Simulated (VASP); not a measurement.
# Li2Sc (Pccm) in VASP: relaxation of cell and atoms with PBE

Aim: the relaxation of cell and atoms of Li2Sc with PBE.

All numbers are computed with VASP 6.6.1; they aren't measurements. Logs are shortened: lines on timing, memory, paths and dates and some standing lists are left out, and cuts for length are marked.

## (1) The cell of the first run

It takes space group Pccm (No. 49, orthorhombic). The conventional cell has a = 3.024 Å, b = 8.140 Å, c = 5.489 Å, α = 90.00°, β = 90.00°, γ = 90.00°. Li (site symmetry m) has 4 Sc at 2.89 to 3.99 Å and 10 Li at 2.90 to 3.85 Å within 4.0 Å. Within 3.6 Å of Sc (site symmetry 2/m) lie 4 Sc at 2.74 to 3.02 Å and 4 Li at 2.89 to 3.40 Å.

The cell was generated, and may not be a known phase.

## (2) Relaxation of cell and atoms, PBE

INCAR

```
PREC = Accurate
ENCUT = 600
EDIFF = 1E-6
ISMEAR = 0
SIGMA = 0.1
LREAL = False
LASPH = True
NELM = 100
ALGO = Fast
ISIF = 3
LWAVE = False
LCHARG = False
GGA = PE
IBRION = 2
NSW = 90
EDIFFG = -0.04
```

KPOINTS

```
regular mesh
0
Gamma
  6 2 4
```

POSCAR

```
Li2Sc
1.0
    3.0239282721      0.0000000000      0.0000000000
    0.0000000000      8.1398923293      0.0000000000
    0.0000000000      0.0000000000      5.4894910184
Li Sc
4 2
Direct
    0.1753306156      0.1659972013      0.0000000000
    0.8246693844      0.8340027987      0.0000000000
    0.8246693844      0.1659972013      0.5000000000
    0.1753306156      0.8340027987      0.5000000000
    0.5000000000      0.5000000000      0.0000000000
    0.5000000000      0.5000000000      0.5000000000
```

Potentials or basis: VASP PAW PBE potentials, release 64 (Li_sv, Sc_sv).

On the command line:

```bash
$ cat potpaw_PBE.64/Li_sv/POTCAR potpaw_PBE.64/Sc_sv/POTCAR > POTCAR
$ mpirun -np 1 vasp_std > vasp.out
```

OUTCAR:

```text
PREC = Accurate
   ENCUT = 600
   EDIFF = 1E-6
   ISMEAR = 0
   LREAL = False
   LASPH = True
   NELM = 100
   ISIF = 3
   GGA = PE
   IBRION = 2
   NSW = 90
   EDIFFG = -0.04

 ion  position               nearest neighbor table
   1  0.175  0.166  0.000-   5 2.89
   2  0.825  0.834  0.000-   5 2.89
   3  0.825  0.166  0.500-   6 2.89
   4  0.175  0.834  0.500-   6 2.89
   5  0.500  0.500  0.000-   6 2.74   6 2.74   1 2.89   2 2.89
   6  0.500  0.500  0.500-   5 2.74   5 2.74   3 2.89   4 2.89

  LATTYP: Found a simple orthorhombic cell.
 ALAT       =     3.0239282721
 B/A-ratio  =     1.8153509358
 C/A-ratio  =     2.6918271853

  Lattice vectors:

 A1 = (  -3.0239282721,   0.0000000000,   0.0000000000)
 A2 = (   0.0000000000,   0.0000000000,   5.4894910184)
 A3 = (   0.0000000000,   8.1398923293,   0.0000000000)

Analysis of symmetry for initial positions (statically):
=====================================================================
 Subroutine PRICEL returns:
 Original cell was already a primitive cell.

 Routine SETGRP: Setting up the symmetry group for a
 simple orthorhombic supercell.

 Subroutine GETGRP returns: Found  8 space group operations
 (whereof  4 operations were pure point group operations)
 out of a pool of  8 trial point group operations.

The static configuration has the point symmetry C_2h.
 The point group associated with its full space group is D_2h.

Analysis of symmetry for dynamics (positions and initial velocities):
=====================================================================
 Subroutine PRICEL returns:
 Original cell was already a primitive cell.

 Routine SETGRP: Setting up the symmetry group for a
 simple orthorhombic supercell.

 Subroutine GETGRP returns: Found  8 space group operations
 (whereof  4 operations were pure point group operations)
 out of a pool of  8 trial point group operations.

The dynamic configuration has the point symmetry C_2h.
 The point group associated with its full space group is D_2h.

 Subroutine INISYM returns: Found  8 space group operations
 (whereof  4 operations are pure point group operations),
 and found     1 'primitive' translations

----------------------------------------------------------------------------------------

                                     Primitive cell

  volume of cell :     135.1208

  direct lattice vectors                    reciprocal lattice vectors
     3.023928272  0.000000000  0.000000000     0.330695675  0.000000000  0.000000000
     0.000000000  8.139892329  0.000000000     0.000000000  0.122851748  0.000000000
     0.000000000  0.000000000  5.489491018     0.000000000  0.000000000  0.182166251

  length of vectors
     3.023928272  8.139892329  5.489491018     0.330695675  0.122851748  0.182166251

  position of ions in fractional coordinates (direct lattice)
     0.175330616  0.165997201  0.000000000
     0.824669384  0.834002799  0.000000000
     0.824669384  0.165997201  0.500000000
     0.175330616  0.834002799  0.500000000
     0.500000000  0.500000000  0.000000000
     0.500000000  0.500000000  0.500000000

  ion indices of the primitive-cell ions
   primitive index   ion index
                 1           1
                 2           2
                 3           3
                 4           4
                 5           5
                 6           6

----------------------------------------------------------------------------------------

 KPOINTS: regular mesh

Automatic generation of k-mesh.
 Grid dimensions read from file:
 generate k-points for:    6    2    4

 Generating k-lattice:

  Cartesian coordinates                     Fractional coordinates (reciprocal lattice)
     0.055115946  0.000000000  0.000000000     0.166666667  0.000000000  0.000000000
     0.000000000  0.061425874  0.000000000     0.000000000  0.500000000  0.000000000
     0.000000000  0.000000000  0.045541563     0.000000000  0.000000000  0.250000000

  Length of vectors
     0.055115946  0.061425874  0.045541563

  Shift w.r.t. Gamma in fractional coordinates (k-lattice)
     0.000000000  0.000000000  0.000000000

 Subroutine IBZKPT returns following result:
 ===========================================

 Found     24 irreducible k-points:

 Following reciprocal coordinates:
            Coordinates               Weight
  0.000000  0.000000  0.000000      1.000000
  0.166667  0.000000  0.000000      2.000000
  0.333333  0.000000  0.000000      2.000000
  0.500000  0.000000  0.000000      1.000000
  0.000000  0.500000  0.000000      1.000000
  0.166667  0.500000  0.000000      2.000000
[... 16 lines left out ...]
  0.333333  0.500000  0.500000      2.000000
  0.500000  0.500000  0.500000      1.000000
   k-points           NKPTS =     24   k-points in BZ     NKDIM =     24   number of bands    NBANDS=     21
   number of dos      NEDOS =    301   number of ions     NIONS =      6
   total plane-waves  NPLWV =  80640
   dimension x,y,z NGX =    24 NGY =   70 NGZ =   48
   dimension x,y,z NGXF=    48 NGYF=  140 NGZF=   96
   ions per type =               4   2
   NGX,Y,Z   is equivalent  to a cutoff of  13.19, 14.30, 14.54 a.u.
   NGXF,Y,Z  is equivalent  to a cutoff of  26.39, 28.59, 29.07 a.u.
 SYSTEM =  unknown system
   PREC   = accura    normal or accurate (medium, high low for compatibility)
   ISTART =      0    job   : 0-new  1-cont  2-samecut
   ICHARG =      2    charge: 1-file 2-atom 10-const
   ISPIN  =      1    spin polarized calculation?
   LNONCOLLINEAR =      F non collinear calculations
   LSORBIT =      F    spin-orbit coupling
   LASPH  =      T    aspherical Exc in radial PAW
   ENCUT  =  600.0 eV  44.10 Ry    6.64 a.u.   6.04 16.26 10.96*2*pi/ulx,y,z
   NELM   =    100;   NELMIN=  2; NELMDL= -5     # of ELM steps
   EDIFF  = 0.1E-05   stopping-criterion for ELM
   LREAL  =      F    real-space projection
   EDIFFG = -.4E-01   stopping-criterion for IOM
   NSW    =     90    number of steps for IOM
   IBRION =      2    ionic relax: 0-MD 1-quasi-New 2-CG
   NFREE  =      1    steps in history (QN), initial steepest desc. (CG)
   ISIF   =      3    stress and relaxation
   ISYM   =      2    0-nonsym 1-usesym 2-fastsym
   POTIM  = 0.5000    time-step for ionic-motion
   TEBEG  =    0.0;   TEEND  =   0.0 temperature during run
   PSTRESS=    0.0 pullay stress
   NELECT =      34.0000    total number of electrons
   NUPDOWN=      -1.0000    fix difference up-down
   EMIN   =  10.00;   EMAX   =-10.00  energy-range for DOS
   EFERMI =   0.00;   METHOD = LEGACY
   ISMEAR =     0;   SIGMA  =   0.10  broadening in eV -4-tet -1-fermi 0-gaus
   EFERMI_NEDOS =   21; number of points for ismear=-14 and -15
   IALGO  =     68    algorithm
   IMIX   =      4    mixing-type and parameters
     AMIX     =   0.40;   BMIX     =  1.00
     AMIX_MAG =   1.60;   BMIX_MAG =  1.00
  volume/ion in A,a.u.               =      22.52       151.97
  Fermi-wavevector in a.u.,A,eV,Ry     =   1.033539  1.953106 14.533795  1.068204
  Thomas-Fermi vector in A             =   2.167791
   LORBIT       =      0    0 simple, 1 ext, 2 COOP (PROOUT), +10 PAW based schemes
   GGA     = PE    functional components
   LHFCALC =     F    Hartree Fock is set to
   AEXX    =    0.0000 exact exchange contribution
   IVDW    =     0    specifies the selected vdW correction
   LEPSILON=     F    determine dielectric tensor
   LRPA    =     F    only Hartree local field effects (RPA)
 conjugate gradient relaxation of ions
 non-spin polarized calculation
 RMM-DIIS sequential band-by-band and
 Gauss-broadening in eV      SIGMA  =   0.10
  energy-cutoff  :      600.00
  volume of cell :      135.12
 maximum number of plane-waves:      4556
   NGX = 13   NGY = 33   NGZ = 21

--------------------------------------- Ionic step        1  -------------------------------------------

 number of electron      33.9999996 magnetization

 Free energy of the ion-electron system (eV)
  ---------------------------------------------------
  ext. energy  EPLUGINS =         0.00000000
  ---------------------------------------------------
  free energy    TOTEN  =       -18.39017324 eV

  energy without entropy =      -18.35218811  energy(sigma->0) =      -18.37118067

------------------------ aborting loop EDIFF was not reached (unconverged)  ----------------------------

  FORCE on cell =-STRESS in cart. coord.  units (eV):
  Direction    XX          YY          ZZ          XY          YZ          ZX
  --------------------------------------------------------------------------------------
  -------------------------------------------------------------------------------------
  Total       -0.2227640      0.4873201     -0.0934032      0.0000000      0.0000000      0.0000000
  in kB       -2.6413952      5.7783345     -1.1075160      0.0000000      0.0000000      0.0000000
  external PRESSURE =       0.6764744 kB  Pullay stress =       0.0000000 kB
[... 27 lines left out ...]
--------------------------------------- Ionic step        2  -------------------------------------------

 number of electron      34.0000000 magnetization

------------------------ aborting loop because EDIFF is reached ----------------------------------------

  FORCE on cell =-STRESS in cart. coord.  units (eV):
  Direction    XX          YY          ZZ          XY          YZ          ZX
  --------------------------------------------------------------------------------------
  -------------------------------------------------------------------------------------
  Total       -0.1747896      0.3510885      0.0569046     -0.0000000      0.0000000      0.0000000
  in kB       -2.0697146      4.1573003      0.6738171     -0.0000000      0.0000000      0.0000000
  external PRESSURE =       0.9204676 kB  Pullay stress =       0.0000000 kB
[... 27 lines left out ...]
--------------------------------------- Ionic step        3  -------------------------------------------

 number of electron      34.0000003 magnetization

 Free energy of the ion-electron system (eV)
  ---------------------------------------------------
  ext. energy  EPLUGINS =         0.00000000
  ---------------------------------------------------
  free energy    TOTEN  =       -18.39416554 eV

  energy without entropy =      -18.35631161  energy(sigma->0) =      -18.37523857

 E-fermi :   1.5566     XC(G=0):  -7.9698

 val. band max:        1.5499872192   @ k =   0.1667   0.5000   0.2500
 cond. band min:       1.5602777158   @ k =   0.3333   0.5000   0.0000
 fundamental gap:      0.0102904966
 Fermi energy:         1.5565734628

 k-point     1 :       0.0000    0.0000    0.0000
  band No.  band energies     occupation
      1     -48.0868      2.00000
      2     -47.9434      2.00000
      3     -44.9708      2.00000
      4     -44.9644      2.00000
      5     -44.9594      2.00000
      6     -44.9537      2.00000
[... 565 lines left out ...]
     20       2.1105      0.00000
     21       3.2697      0.00000

------------------------ aborting loop because EDIFF is reached ----------------------------------------

  FORCE on cell =-STRESS in cart. coord.  units (eV):
  Direction    XX          YY          ZZ          XY          YZ          ZX
  --------------------------------------------------------------------------------------
  -------------------------------------------------------------------------------------
  Total       -0.1501205      0.1394442      0.2046661      0.0000000      0.0000000      0.0000000
  in kB       -1.7744924      1.6482940      2.4192469      0.0000000      0.0000000      0.0000000
  external PRESSURE =       0.7643495 kB  Pullay stress =       0.0000000 kB
[... 21 lines left out ...]
  FREE ENERGIE OF THE ION-ELECTRON SYSTEM (eV)
  ---------------------------------------------------
  free  energy   TOTEN  =       -18.3941655367 eV

  energy  without entropy=      -18.3563116108  energy(sigma->0) =      -18.37523857

 reached required accuracy - stopping structural energy minimisation
```

Run time: 7.8 min. Hardware: 1 thread of AMD EPYC 9R45 (Zen 5), shared host; peak memory 0.29 GiB.

Results:

* Free energy: -18.3942 eV
* Relaxed volume: 22.59 Å³/atom
* Relaxed cell: a = 3.011 Å, b = 8.213 Å, c = 5.480 Å, α = 90.00°, β = 90.00°, γ = 90.00°
* Space group after relaxing (to 0.1 Å): Pccm (No. 49)
* Energy gained by relaxing: 0.7 meV/atom
* Ionic steps: 3
* Pressure after relaxing: 0.1 GPa
* Largest force after relaxing: 0.013 eV/Å
* Band gap on the k mesh: zero (bands 17 and 18 overlap by 1.72 eV)

Forces on the atoms (eV/Å):
```
Li   0.006 -0.012  0.000
Li  -0.006  0.012  0.000
Li  -0.006 -0.012  0.000
Li   0.006  0.012  0.000
Sc   0.000  0.000  0.000
Sc   0.000  0.000  0.000
```

Stress tensor (GPa, compression positive):
```
-0.18  0.00  0.00
 0.00  0.16  0.00
 0.00  0.00  0.24
```

Step by step:
```tsv
step	energy change (eV)	largest force (eV/Å)	pressure (GPa)	volume (Å³)
1	0.0000	0.0376	0.07	135.12
2	-0.0023	0.0263	0.09	135.31
3	-0.0040	0.0131	0.08	135.54
```

Final structure:
```yaml
crystal:
  lattice:
    - [3.01146, 0.00000, 0.00000]
    - [0.00000, 8.21332, 0.00000]
    - [0.00000, 0.00000, 5.48000]
  atoms:
    - { symbol: Li, position: [0.17524, 0.16549, 0.00000] }
    - { symbol: Li, position: [0.82476, 0.83451, 0.00000] }
    - { symbol: Li, position: [0.82476, 0.16549, 0.50000] }
    - { symbol: Li, position: [0.17524, 0.83451, 0.50000] }
    - { symbol: Sc, position: [0.50000, 0.50000, 0.00000] }
    - { symbol: Sc, position: [0.50000, 0.50000, 0.50000] }
```

Caveat: the k points lie up to 0.38 Å⁻¹ apart in the final cell, too coarse for converged energies and pressures of a metal; the cutoff is under 1.25 times the usual one of these potentials, so pressure, stress and relaxed cells hold a basis-set (Pulay) error.
